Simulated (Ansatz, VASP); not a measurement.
## Two plane-wave programs on TiCo2

```
Ti Co
1.0
     0.00000    3.34369    3.34369
     3.34369    0.00000    3.34369
     3.34369    3.34369    0.00000
Ti Co
2 4
Direct
  0.50000 0.50000 0.50000
  0.75000 0.75000 0.75000
  0.12500 0.12500 0.12500
  0.62500 0.12500 0.12500
  0.12500 0.12500 0.62500
  0.12500 0.62500 0.12500
```

Alike in both runs: functional r2SCAN; k mesh 10 × 10 × 10; occupations gaussian, width 0.1 eV; collinear spin.

Ansatz relaxed the structure, and its values are those at the end. VASP's run is a single point on that final structure, the one shown.

|  | VASP | Ansatz |
| --- | --- | --- |
| version | VASP 6.6.1 | Ansatz 0.2.0 |
| potentials or method | VASP PAW PBE potentials, release 64 (Ti_sv, Co), cutoff 520 eV | scalar-relativistic, plane waves, PAW |
| valence electrons in the cell | 60 | 92 |

Ansatz gave:

| Property | Result |
| --- | --- |
| gap on the k mesh at the Fermi level (eV) | none |
| pressure (GPa) | 0.0 |
| net moment per atom (μB) | 0.69 |
| size of the moment on the site where the two differ most (μB) | 1.54 |

Problem. Which values does VASP return?

Solution. gap on the k mesh at the Fermi level (eV): none; pressure (GPa): 0.0; net moment per atom (μB): 0.68; size of the moment on the site where the two differ most (μB): 1.48.

VASP's potentials were made for PBE, not for r2SCAN. Site moments also hang on the region over which each program counts them. A gap of «none» marks a metal or a gap that the smearing closes. The functional is the same, so the differences come from potentials, cutoffs and numerics. VASP's potentials hold 60 valence electrons a cell and Ansatz's 92, so a difference there can come from the potentials and not from the codes.
